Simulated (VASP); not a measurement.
Input of a VASP 6.6.1 run:

INCAR

```
PREC = Accurate ; ENCUT = 520
EDIFF = 1E-6 ; ISMEAR = 0
SIGMA = 0.02 ; LREAL = F
LASPH = T ; NELM = 80
ALGO = Normal ; ISIF = 2
LWAVE = F ; LCHARG = F
GGA = PS ; NBANDS = 37
```

KPOINTS

```
regular mesh
0
Gamma
  6 6 4
```

File POSCAR:

```
HCBr3
1.0
    6.2748516958      0.0000000000      0.0000000000
   -3.1374258479      5.4341809736      0.0000000000
    0.0000000000      0.0000000000      7.1568794813
H C Br
2 2 6
Direct
    0.6666666667      0.3333333333      0.2315237865
    0.3333333333      0.6666666667      0.7315237865
    0.6666666667      0.3333333333      0.0782359616
    0.3333333333      0.6666666667      0.5782359616
    0.7159949083      0.6496274430      0.0004134172
    0.0663674653      0.7159949083      0.5004134172
    0.3503725570      0.0663674653      0.0004134172
    0.2840050917      0.3503725570      0.5004134172
    0.9336325347      0.2840050917      0.0004134172
    0.6496274430      0.9336325347      0.5004134172
```

Potentials or basis: VASP PAW PBE potentials, release 64 (H, C, Br).

Command:

```sh
$ cat potpaw_PBE.64/H/POTCAR potpaw_PBE.64/C/POTCAR potpaw_PBE.64/Br/POTCAR > POTCAR
$ mpirun -np 1 vasp_std > vasp.out
```

**Question.** Estimate the band gap on the k mesh.

**Answer.** 3.72 eV (least direct gap 3.77 eV).

**Question.** Predict the pressure.

**Answer.** 0.1 GPa.

**Question.** What does it give for the largest force?

**Answer.** 0.034 eV/Å.

Forces in eV/Å, atoms in the order of the input:
```
H    0.000  0.000  0.024
H    0.000  0.000  0.024
C    0.000  0.000  0.000
C    0.000  0.000  0.000
Br  -0.012  0.031 -0.008
Br  -0.033  0.005 -0.008
Br  -0.020 -0.026 -0.008
Br   0.012 -0.031 -0.008
Br   0.033 -0.005 -0.008
Br   0.020  0.026 -0.008
```

Caveat: this functional lacks dispersion, which holds the molecules together, so the pressure and a relaxed volume are unreliable; the PAW data sets were made with another functional, which shifts forces and pressure a little. A k mesh can miss the band edges.
